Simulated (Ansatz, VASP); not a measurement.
This is a calculation of Hf for VASP 6.6.1.

POSCAR

```
Hf
1.0
   -1.8050000000      1.8050000000      1.8050000000
    1.8050000000     -1.8050000000      1.8050000000
    1.8050000000      1.8050000000     -1.8050000000
Hf
1
Direct
    0.0000000000      0.0000000000      0.0000000000
```

INCAR.step1

```
SYSTEM = Hf
PREC = Accurate
ENCUT = 520
EDIFF = 1E-5
ISMEAR = -1
SIGMA = 0.05
LREAL = .False.
LASPH = .True.
NELM = 60
ALGO = Normal
ISIF = 2
LWAVE = .True.
LCHARG = .False.
NBANDS = 11
GGA = PE
```

The input INCAR.step2:

```
SYSTEM = Hf
PREC = Accurate
ENCUT = 520
EDIFF = 1E-7
ISMEAR = -1
SIGMA = 0.05
LREAL = .False.
LASPH = .True.
NELM = 60
ALGO = Normal
ISIF = 2
LWAVE = .False.
LCHARG = .False.
GGA = PE
LHFCALC = .True.
AEXX = 0.25
PRECFOCK = Normal
NBANDS = 11
ISTART = 1
```

The input KPOINTS:

```
regular mesh
0
Gamma
  6 6 6
  0 0 0
```

Potentials or basis: VASP PAW PBE potentials, release 64 (Hf_pv).

Launch:

```sh
$ cat potpaw_PBE.64/Hf_pv/POTCAR > POTCAR
$ cp INCAR.step1 INCAR
$ mpirun -np 1 vasp_std > vasp.out
$ cp INCAR.step2 INCAR
$ mpirun -np 1 vasp_std > vasp.out
```

Q: Translate it to Ansatz 0.2.0. Potentials there: Ansatz PAW.

A: As run (the cutoff follows the program's own potentials):

input.yaml

```yaml
crystal:
  lattice:
    - [-1.805, 1.805, 1.805]
    - [1.805, -1.805, 1.805]
    - [1.805, 1.805, -1.805]
  atoms:
    - { symbol: Hf, position: [0.0, 0.0, 0.0] }
hamiltonian:
  xc: pbe0
  pseudopotentials: { kind: paw }
kpoints:
  mp_grid: { grid: [6, 6, 6] }
scf:
  occupations: { method: fermi_dirac, width: 0.05 }
output:
  forces: true
  stress: true
  eigenvalues: true
```

Potentials or basis: Ansatz PAW.

Run with:

```bash
$ ansatz run input.yaml --threads 2 --pin off --max-ram 5632MiB --backend cpu --events-out ev --progress --plain --runs-dir out
```

Both were run:

|  | VASP | Ansatz | Ansatz less VASP |
| --- | --- | --- | --- |
| gap on the k mesh at the Fermi level (eV) | none | none | - |
| pressure (GPa) | -4.1 | -2.3 | +1.90 |

A gap of «none» marks a metal or a gap that the smearing closes. VASP's potentials hold 10 valence electrons a cell and Ansatz's 26, so a difference there can come from the potentials and not from the codes.

The k mesh is coarse, so the values compare programs but aren't converged. Spin-orbit coupling is off throughout.
